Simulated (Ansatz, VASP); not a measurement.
Two plane-wave programs on GaP

```
Ga P
1.0
     0.00000    2.75254    2.75254
     2.75254    0.00000    2.75254
     2.75254    2.75254    0.00000
Ga P
1 1
Direct
  0.00000 0.00000 0.00000
  0.25000 0.25000 0.25000
```

Alike in both runs: functional PBE; k mesh 8 × 8 × 8; occupations gaussian, width 0.02 eV; no spin polarisation.

Ansatz relaxed the structure, and its values are those at the end. VASP's run is a single point on that final structure, the one shown.

```csv
,VASP,Ansatz
version,VASP 6.6.1,Ansatz 0.2.0
potentials or method,"VASP PAW PBE potentials, release 64 (Ga_d, P), cutoff 500 eV","scalar-relativistic, plane waves, PAW"
valence electrons in the cell,18,18
```

```tsv
	VASP	Ansatz	Ansatz less VASP
gap on the k mesh at the Fermi level (eV)	1.58	1.58	+0.003
least direct gap on the mesh (eV)	1.58	1.58	+0.003
pressure (GPa)	0.0	0.0	+0.08
```

The functional is the same, so the differences come from potentials, cutoffs and numerics.
